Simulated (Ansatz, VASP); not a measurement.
# Two plane-wave programs on AlB3P4

```
Al B P
1.0
    -2.40506    2.40506    4.78072
     2.40506   -2.40506    4.78072
     2.40506    2.40506   -4.78072
Al B P
1 3 4
Cartesian
  0.0000 0.0000 0.0000
  0.0000 0.0000 4.7807
  2.4051 0.0000 2.3904
  0.0000 2.4051 2.3904
  1.0715 1.0715 3.4941
  1.3336 1.3336 -1.2866
  -1.0715 1.0715 6.0673
  1.0715 -1.0715 6.0673
```

Alike in both runs: functional PBE; k mesh 8 × 8 × 8; occupations gaussian, width 0.02 eV; no spin polarisation.

Ansatz relaxed the structure, and its values are those at the end. VASP's run is a single point on that final structure, the one shown.

```csv
,VASP,Ansatz
version,VASP 6.6.1,Ansatz 0.2.0
potentials or method,"VASP PAW PBE potentials, release 64 (Al, B, P), cutoff 520 eV","scalar-relativistic, plane waves, PAW"
valence electrons in the cell,32,32
```

|  | VASP | Ansatz | Ansatz less VASP |
| --- | --- | --- | --- |
| gap on the k mesh at the Fermi level (eV) | 0.92 | 0.92 | +0.003 |
| least direct gap on the mesh (eV) | 0.94 | 0.94 | +0.003 |
| pressure (GPa) | -0.2 | 0.0 | +0.17 |
